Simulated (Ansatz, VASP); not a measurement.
# One calculation of Ta, two programs

```
Ta
1.0
    -1.79036    1.79036    1.54186
     1.79036   -1.79036    1.54186
     1.79036    1.79036   -1.54186
Ta
1
Direct
  0.00000 0.00000 0.00000
```

Alike in both runs: task single point; functional PBEsol; k mesh 22 × 22 × 22; occupations gaussian, width 0.15 eV; no spin polarisation.

|  | VASP | Ansatz |
| --- | --- | --- |
| version | VASP 6.6.1 | Ansatz 0.2.0 |
| potentials or method | VASP PAW PBE potentials, release 64 (Ta_pv), cutoff 520 eV | scalar-relativistic, plane waves, PAW |
| valence electrons in the cell | 11 | 13 |

VASP gave:

```
gap on the k mesh at the Fermi level (eV)                     : none
pressure (GPa)                                                : -17.2
traceless stress, the component that is largest in VASP (GPa) : 4.47
```

Q: What did Ansatz give for the same quantities?

A: gap on the k mesh at the Fermi level (eV): none; pressure (GPa): -17.2; traceless stress, the component that is largest in VASP (GPa): 4.46.

VASP's potentials were made for PBE, not for PBEsol, and Ansatz warns of the same on its side. A gap of «none» marks a metal or a gap that the smearing closes. VASP's potentials hold 11 valence electrons a cell and Ansatz's 13, so a difference there can come from the potentials and not from the codes.

Neither program's run includes spin-orbit coupling.
